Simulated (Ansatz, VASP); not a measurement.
## Ca in VASP and in Ansatz

INCAR

```
  ALGO = Normal
  EDIFF = 1E-6
  ENCUT = 500
  GGA = PE
  GGA_COMPAT = False
  ISIF = 2
  ISMEAR = -1
  IVDW = 13
  LASPH = True
  LCHARG = False
  LREAL = False
  LWAVE = False
  NBANDS = 11
  NELM = 120
  PREC = Accurate
  SIGMA = 0.05
```

Contents of KPOINTS:

```
k-points
0
Gamma
  8 8 8
```

File POSCAR:

```
Ca
1.0
    0.0000000000      2.7942000000      2.7942000000
    2.7942000000      0.0000000000      2.7942000000
    2.7942000000      2.7942000000      0.0000000000
Ca
1
Direct
    0.0000000000      0.0000000000      0.0000000000
```

Contents of input.yaml:

```yaml
crystal:
  lattice: { a: 5.5884, b: 5.5884, c: 5.5884, alpha: 90.0, beta: 90.0, gamma: 90.0 }
  space_group: 225
  setting: { hermann_mauguin: Fm-3m }
  reduce_to_primitive: true
  atoms:
    - { symbol: Ca, position: [0.0, 0.0, 0.0] }
kpoints:
  mp_grid: { grid: [8, 8, 8] }
scf:
  occupations: { method: fermi_dirac, width: 0.05 }
hamiltonian:
  xc: pbe
  dispersion: d4
  pseudopotentials: { kind: all_electron, lapw: { basis_error: 0.0005 } }
output:
  forces: true
  stress: true
  eigenvalues: true
```

Alike in both runs: task single point; functional PBE; dispersion D4; k mesh 8 × 8 × 8; occupations fermi-dirac, width 0.05 eV; no spin polarisation.

|  | VASP | Ansatz |
| --- | --- | --- |
| version | VASP 6.6.1 | Ansatz 0.2.0 |
| potentials or method | VASP PAW PBE potentials, release 64 (Ca_sv), cutoff 500 eV | all-electron LAPW, scalar-relativistic |

```tsv
	VASP	Ansatz	Ansatz less VASP
gap on the k mesh at the Fermi level (eV)	none	none	-
pressure (GPa)	-1.1	-1.1	+0.01
```

A gap of «none» marks a metal or a gap that the smearing closes. Ansatz ran all-electron here, and VASP with PAW potentials.
